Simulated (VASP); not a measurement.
# TiAl3N4 (I4/mmm) in VASP: further runs

The runs below take TiAl3N4 through single point, with PBE.

Everything below comes from runs of VASP 6.6.1. Logs are shortened: lines on timing, memory, paths and dates and some standing lists are left out, and cuts for length are marked.

### Step 1. The cell of the first run

The structure is tetragonal, space group I4/mmm (No. 139). The conventional cell has a = 4.138 Å, b = 4.138 Å, c = 8.269 Å, α = 90.00°, β = 90.00°, γ = 90.00°. Ti (site symmetry 4/mmm) has 6 N at 2.07 to 2.15 Å within 2.7 Å. Within 2.6 Å of Al (site symmetry 4/mmm) lie 6 N at 1.99 to 2.07 Å. Within 2.7 Å of Al (site symmetry -4m2) lie 6 N at 2.07 Å. N (site symmetry 4mm) has 5 Al at 1.99 to 2.07 Å and 1 Ti at 2.15 Å within 2.6 Å. Within 2.7 Å of N (site symmetry mmm) lie 4 Al at 2.07 Å and 2 Ti at 2.07 Å.

### Step 2. Single point, PBE, collinear spin, ferromagnetic start

File INCAR:

```
SYSTEM = TiAl3N4
  PREC = Accurate
  ENCUT = 600
  EDIFF = 1E-6
  ISMEAR = 0
  SIGMA = 0.1
  LREAL = .False.
  LASPH = .True.
  NELM = 200
  ALGO = Normal
  ISIF = 2
  LWAVE = .False.
  LCHARG = .True.
  ISPIN = 2
  MAGMOM = 1 0 0 0 0 0 0 0
  LORBIT = 11
  LMAXMIX = 4
  GGA = PE
  LELF = .True.
  LVHAR = .True.
  NBANDS = 34
  GGA_COMPAT = .False.
```

File KPOINTS:

```
Automatic mesh
0
Gamma
  6 6 6
  0 0 0
```

File POSCAR:

```
TiAl3N4
1.0
   -2.0691572141      2.0691572141      4.1345884170
    2.0691572141     -2.0691572141      4.1345884170
    2.0691572141      2.0691572141     -4.1345884170
Ti Al N
1 3 4
Direct
    0.5000000000      0.5000000000      0.0000000000
    0.0000000000      0.0000000000      0.0000000000
    0.7500000000      0.2500000000      0.5000000000
    0.2500000000      0.7500000000      0.5000000000
    0.7594564182      0.7594564182      0.0000000000
    0.2405435818      0.2405435818      0.0000000000
    0.5000000000      0.0000000000      0.5000000000
    0.0000000000      0.5000000000      0.5000000000
```

Potentials or basis: VASP PAW PBE potentials, release 64 (Ti_sv, Al, N).

Run with:

```
$ cat potpaw_PBE.64/Ti_sv/POTCAR potpaw_PBE.64/Al/POTCAR potpaw_PBE.64/N/POTCAR > POTCAR
$ mpirun -np 1 vasp_std > vasp.out
```

OUTCAR:

```text
SYSTEM = TiAl3N4
   PREC = Accurate
   ENCUT = 600
   EDIFF = 1E-6
   ISMEAR = 0
   LREAL = .False.
   LASPH = .True.
   NELM = 200
   ISIF = 2
   ISPIN = 2
   LORBIT = 11
   GGA = PE

 ion  position               nearest neighbor table
   1  0.500  0.500  0.000-   7 2.07   8 2.07   7 2.07   8 2.07   5 2.15   6 2.15   4 2.92   4 2.92
                             3 2.92   3 2.92   3 2.92   4 2.92   3 2.92   4 2.92   2 2.93   2 2.93
   2  0.000  0.000  0.000-   5 1.99   6 1.99   7 2.07   8 2.07   8 2.07   7 2.07   3 2.92   3 2.92
                             4 2.92   4 2.92   3 2.92   4 2.92   3 2.92   4 2.92   1 2.93   1 2.93
   3  0.750  0.250  0.500-   7 2.07   8 2.07   5 2.07   6 2.07   5 2.07   6 2.07   1 2.92   1 2.92
                             2 2.92   2 2.92   2 2.92   1 2.92   1 2.92   2 2.92   4 2.93   4 2.93
   4  0.250  0.750  0.500-   7 2.07   8 2.07   5 2.07   6 2.07   5 2.07   6 2.07   1 2.92   2 2.92
                             2 2.92   1 2.92   2 2.92   1 2.92   1 2.92   2 2.92   3 2.93   3 2.93
   5  0.759  0.759  0.000-   2 1.99   3 2.07   4 2.07   3 2.07   4 2.07   1 2.15
   6  0.241  0.241  0.000-   2 1.99   4 2.07   3 2.07   3 2.07   4 2.07   1 2.15
   7  0.500  0.000  0.500-   3 2.07   4 2.07   1 2.07   2 2.07   1 2.07   2 2.07
   8  0.000  0.500  0.500-   3 2.07   4 2.07   1 2.07   2 2.07   2 2.07   1 2.07

  LATTYP: Found a body centered tetragonal cell.
 ALAT       =     4.1383144282
 C/A-ratio  =     1.9981992614

  Lattice vectors:

 A1 = (  -2.0691572141,   2.0691572141,   4.1345884170)
 A2 = (   2.0691572141,  -2.0691572141,   4.1345884170)
 A3 = (   2.0691572141,   2.0691572141,  -4.1345884170)

Analysis of symmetry for initial positions (statically):
=====================================================================
 Subroutine PRICEL returns:
 Original cell was already a primitive cell.

 Routine SETGRP: Setting up the symmetry group for a
 body centered tetragonal supercell.

 Subroutine GETGRP returns: Found 16 space group operations
 (whereof 16 operations were pure point group operations)
 out of a pool of 16 trial point group operations.

The static configuration has the point symmetry D_4h.

Analysis of symmetry for dynamics (positions and initial velocities):
=====================================================================
 Subroutine PRICEL returns:
 Original cell was already a primitive cell.

 Routine SETGRP: Setting up the symmetry group for a
 body centered tetragonal supercell.

 Subroutine GETGRP returns: Found 16 space group operations
 (whereof 16 operations were pure point group operations)
 out of a pool of 16 trial point group operations.

The dynamic configuration has the point symmetry D_4h.

Analysis of structural, dynamic, and magnetic symmetry:
=====================================================================
 Subroutine PRICEL returns:
 Original cell was already a primitive cell.

 Routine SETGRP: Setting up the symmetry group for a
 body centered tetragonal supercell.

 Subroutine GETGRP returns: Found 16 space group operations
 (whereof 16 operations were pure point group operations)
 out of a pool of 16 trial point group operations.

The overall configuration has the point symmetry D_4h.

 Subroutine INISYM returns: Found 16 space group operations
 (whereof 16 operations are pure point group operations),
 and found     1 'primitive' translations

----------------------------------------------------------------------------------------

                                     Primitive cell

  volume of cell :      70.8075

  direct lattice vectors                    reciprocal lattice vectors
    -2.069157214  2.069157214  4.134588417     0.000000000  0.241644277  0.120931021
     2.069157214 -2.069157214  4.134588417     0.241644277  0.000000000  0.120931021
     2.069157214  2.069157214 -4.134588417     0.241644277  0.241644277  0.000000000

  length of vectors
     5.065337554  5.065337554  5.065337554     0.270215227  0.270215227  0.341736614

  position of ions in fractional coordinates (direct lattice)
     0.500000000  0.500000000  0.000000000
     0.000000000  0.000000000  0.000000000
     0.750000000  0.250000000  0.500000000
     0.250000000  0.750000000  0.500000000
     0.759456418  0.759456418  0.000000000
     0.240543582  0.240543582  0.000000000
     0.500000000  0.000000000  0.500000000
     0.000000000  0.500000000  0.500000000

[... 72 lines left out ...]
 SYSTEM =  TiAl3N4
   PREC   = accura    normal or accurate (medium, high low for compatibility)
   ISTART =      0    job   : 0-new  1-cont  2-samecut
   ICHARG =      2    charge: 1-file 2-atom 10-const
   ISPIN  =      2    spin polarized calculation?
   LNONCOLLINEAR =      F non collinear calculations
   LSORBIT =      F    spin-orbit coupling
   LASPH  =      T    aspherical Exc in radial PAW
   ENCUT  =  600.0 eV  44.10 Ry    6.64 a.u.  10.12 10.12 10.12*2*pi/ulx,y,z
   NELM   =    200;   NELMIN=  2; NELMDL= -5     # of ELM steps
   EDIFF  = 0.1E-05   stopping-criterion for ELM
   LREAL  =      F    real-space projection
   EDIFFG = 0.1E-04   stopping-criterion for IOM
   NSW    =      0    number of steps for IOM
   IBRION =     -1    ionic relax: 0-MD 1-quasi-New 2-CG
   NFREE  =      0    steps in history (QN), initial steepest desc. (CG)
   ISIF   =      2    stress and relaxation
   ISYM   =      2    0-nonsym 1-usesym 2-fastsym
   POTIM  = 0.5000    time-step for ionic-motion
   TEBEG  =    0.0;   TEEND  =   0.0 temperature during run
   PSTRESS=    0.0 pullay stress
   NELECT =      41.0000    total number of electrons
   NUPDOWN=      -1.0000    fix difference up-down
   EMIN   =  10.00;   EMAX   =-10.00  energy-range for DOS
   EFERMI =   0.00;   METHOD = LEGACY
   ISMEAR =     0;   SIGMA  =   0.10  broadening in eV -4-tet -1-fermi 0-gaus
   EFERMI_NEDOS =   21; number of points for ismear=-14 and -15
   IALGO  =     38    algorithm
   IMIX   =      4    mixing-type and parameters
     AMIX     =   0.40;   BMIX     =  1.00
     AMIX_MAG =   1.60;   BMIX_MAG =  1.00
  volume/ion in A,a.u.               =       8.85        59.73
  Fermi-wavevector in a.u.,A,eV,Ry     =   1.364509  2.578548 25.332476  1.861884
  Thomas-Fermi vector in A             =   2.490818
   LORBIT       =     11    0 simple, 1 ext, 2 COOP (PROOUT), +10 PAW based schemes
   GGA     = PE    functional components
   LHFCALC =     F    Hartree Fock is set to
   AEXX    =    0.0000 exact exchange contribution
   IVDW    =     0    specifies the selected vdW correction
   LEPSILON=     F    determine dielectric tensor
   LRPA    =     F    only Hartree local field effects (RPA)
 spin polarized calculation
 Gauss-broadening in eV      SIGMA  =   0.10
  energy-cutoff  :      600.00
  volume of cell :       70.81
 maximum number of plane-waves:      2405
   NGX = 21   NGY = 21   NGZ = 21

 number of electron      41.0000003 magnetization       0.4445946

 Free energy of the ion-electron system (eV)
  ---------------------------------------------------
  ext. energy  EPLUGINS =         0.00000000
  ---------------------------------------------------
  free energy    TOTEN  =       -61.98230746 eV

  energy without entropy =      -61.97280136  energy(sigma->0) =      -61.97755441

 E-fermi :  11.8468     XC(G=0): -12.3378

 val. band max:       11.8397998179   @ k =  -0.1667   0.1667   0.1667
 cond. band min:      11.8534437047   @ k =   0.3333   0.0000   0.0000
 fundamental gap:      0.0136438869
 Fermi energy:        11.8467601535

 spin component 1

 k-point     1 :       0.0000    0.0000    0.0000
  band No.  band energies     occupation
      1     -46.2341      1.00000
      2     -22.6502      1.00000
      3     -22.5399      1.00000
      4     -22.5399      1.00000
      5      -7.2524      1.00000
      6      -3.9300      1.00000
[... 829 lines left out ...]
     31      18.8519      0.00000
     32      20.6014      0.00000

 [... further k-points ...]

 spin component 2

 k-point     1 :       0.0000    0.0000    0.0000
  band No.  band energies     occupation
      1     -45.8981      1.00000
      2     -22.2771      1.00000
      3     -22.2228      1.00000
      4     -22.2228      1.00000
      5      -7.2310      1.00000
      6      -3.9267      1.00000
[... 829 lines left out ...]
     31      18.9486      0.00000
     32      20.6895      0.00000

 [... further k-points ...]

 [bands above 32 left out]

------------------------ aborting loop because EDIFF is reached ----------------------------------------

  FORCE on cell =-STRESS in cart. coord.  units (eV):
  Direction    XX          YY          ZZ          XY          YZ          ZX
  --------------------------------------------------------------------------------------
  -------------------------------------------------------------------------------------
  Total       -0.0764899     -0.0764899     -0.1015069      0.0000000      0.0000000      0.0000000
  in kB       -1.7307546     -1.7307546     -2.2968204      0.0000000      0.0000000      0.0000000
  external PRESSURE =      -1.9194432 kB  Pullay stress =       0.0000000 kB

 VOLUME and BASIS-vectors are now :
 -----------------------------------------------------------------------------
  energy-cutoff  :      600.00
  volume of cell :       70.81
      direct lattice vectors                 reciprocal lattice vectors
    -2.069157214  2.069157214  4.134588417     0.000000000  0.241644277  0.120931021
     2.069157214 -2.069157214  4.134588417     0.241644277  0.000000000  0.120931021
     2.069157214  2.069157214 -4.134588417     0.241644277  0.241644277  0.000000000

 POSITION                                       TOTAL-FORCE (eV/Angst)
 -----------------------------------------------------------------------------------
      0.00000      0.00000      4.13459         0.000000      0.000000     -0.000000
      0.00000      0.00000      0.00000         0.000000      0.000000     -0.000000
      0.00000      2.06916      2.06729         0.000000      0.000000     -0.000000
      2.06916      0.00000      2.06729         0.000000      0.000000     -0.000000
      0.00000      0.00000      6.28008        -0.000000     -0.000000      0.018196
      0.00000      0.00000      1.98910        -0.000000     -0.000000     -0.018196
      0.00000      2.06916      0.00000         0.000000      0.000000     -0.000000
      2.06916      0.00000      0.00000         0.000000      0.000000     -0.000000
 -----------------------------------------------------------------------------------
    total drift:                               -0.000000      0.000000      0.000000

  FREE ENERGIE OF THE ION-ELECTRON SYSTEM (eV)
  ---------------------------------------------------
  free  energy   TOTEN  =       -61.9823074624 eV

  energy  without entropy=      -61.9728013637  energy(sigma->0) =      -61.97755441

 total charge

# of ion       s       p       d       tot
------------------------------------------
    1        2.204   6.259   1.983  10.445
    2        0.311   0.386   0.000   0.697
    3        0.307   0.369   0.000   0.676
    4        0.307   0.369   0.000   0.676
    5        1.220   2.585   0.000   3.805
    6        1.220   2.585   0.000   3.805
    7        1.227   2.577   0.000   3.805
    8        1.227   2.577   0.000   3.805
--------------------------------------------------
tot          8.022  17.706   1.983  27.711

 magnetization (x)

# of ion       s       p       d       tot
------------------------------------------
    1        0.003   0.003   0.334   0.340
    2        0.001  -0.001   0.000   0.000
    3        0.001  -0.000   0.000   0.001
    4        0.001  -0.000   0.000   0.001
    5       -0.000   0.004   0.000   0.004
    6       -0.000   0.004   0.000   0.004
    7       -0.001  -0.005   0.000  -0.006
    8       -0.001  -0.005   0.000  -0.006
--------------------------------------------------
tot          0.004   0.001   0.334   0.339
```

Wall time 7.8 min (1 thread of Intel Xeon 8259CL, shared host); peak memory 0.37 GiB.

What came out:

```
Free energy                                           : -61.9823 eV
Pressure                                              : -0.2 GPa
Largest force                                         : 0.018 eV/Å
Net moment                                            : 0.44 μB per cell
Site moments                                          : Ti +0.34; Al +0.00; N +0.00, -0.01 μB
Valence electrons inside the program's atomic spheres : Ti 10.45; Al 0.70, 0.68; N 3.81
```

Forces in eV/Å, atoms in the order of the input:
```
Ti   0.000  0.000  0.000
Al   0.000  0.000  0.000
Al   0.000  0.000  0.000
Al   0.000  0.000  0.000
N    0.000  0.000  0.018
N    0.000  0.000 -0.018
N    0.000  0.000  0.000
N    0.000  0.000  0.000
```

Levels at points of the mesh, in eV from the Fermi level:
Spin up:
| k point | band 17 | band 18 | band 19 | band 20 | band 21 | band 22 | band 23 | band 24 | band 25 | band 26 |
| --- | --- | --- | --- | --- | --- | --- | --- | --- | --- | --- |
| (0.00, 0.00, 0.00) | -4.38 | -2.49 | -2.29 | -2.29 | -1.23 | 0.25 | 0.25 | 1.47 | 2.00 | 2.02 |
| (0.50, 0.00, 0.00) | -4.36 | -3.97 | -3.76 | -3.37 | -0.06 | 1.07 | 1.16 | 2.38 | 4.16 | 4.68 |
| (0.50, 0.50, 0.00) | -3.72 | -3.64 | -3.55 | -3.53 | 1.11 | 1.52 | 1.65 | 3.46 | 3.72 | 3.77 |
| (0.50, 0.50, 0.50) | -4.30 | -4.30 | -3.03 | -3.03 | -1.04 | -1.04 | -0.97 | 1.25 | 2.10 | 2.16 |
Spin down:
| k point | band 16 | band 17 | band 18 | band 19 | band 20 | band 21 | band 22 | band 23 | band 24 | band 25 |
| --- | --- | --- | --- | --- | --- | --- | --- | --- | --- | --- |
| (0.00, 0.00, 0.00) | -4.35 | -4.35 | -2.50 | -2.28 | -2.28 | -0.94 | 0.66 | 0.66 | 1.54 | 2.07 |
| (0.50, 0.00, 0.00) | -5.15 | -4.34 | -3.95 | -3.74 | -3.36 | 0.32 | 1.46 | 1.47 | 2.54 | 4.31 |
| (0.50, 0.50, 0.00) | -4.61 | -3.68 | -3.62 | -3.54 | -3.51 | 1.55 | 1.90 | 1.97 | 3.51 | 3.83 |
| (0.50, 0.50, 0.50) | -4.39 | -4.25 | -4.25 | -3.02 | -3.02 | -0.71 | -0.71 | -0.66 | 1.28 | 2.20 |

[end of part 1 of 2]
